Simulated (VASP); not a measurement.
Input of a VASP 6.6.1 run:

Contents of INCAR:

```
  PREC = Accurate
  ENCUT = 520
  EDIFF = 1E-8
  ISMEAR = -1
  SIGMA = 0.03
  LREAL = F
  LASPH = T
  NELM = 80
  ALGO = Normal
  ISIF = 2
  LWAVE = F
  LCHARG = F
  GGA = PE
  LEFG = T
  NBANDS = 12
```

KPOINTS

```
regular mesh
0
Gamma
  17 17 17
```

Contents of POSCAR:

```
In
1.0
   -1.7279452601      1.7279452601      2.3424303480
    1.7279452601     -1.7279452601      2.3424303480
    1.7279452601      1.7279452601     -2.3424303480
In
1
Direct
    0.0000000000      0.0000000000      0.0000000000
```

Potentials or basis: VASP PAW PBE potentials, release 64 (In_d).

Command:

```bash
$ cat potpaw_PBE.64/In_d/POTCAR > POTCAR
$ mpirun -np 1 vasp_std > vasp.out
```

(1) What does it give for the pressure?

(2) Estimate the band gap on the k mesh.

Results:

(1) -0.7 GPa.

(2) zero (an odd number of electrons rules out a gap without spin polarisation).

Caveat: without QUAD_EFG the Cq values of the log hold for a quadrupole moment of 1 mb, not for the nuclei; spin-orbit coupling is left out, which moves the levels of the heavy elements.
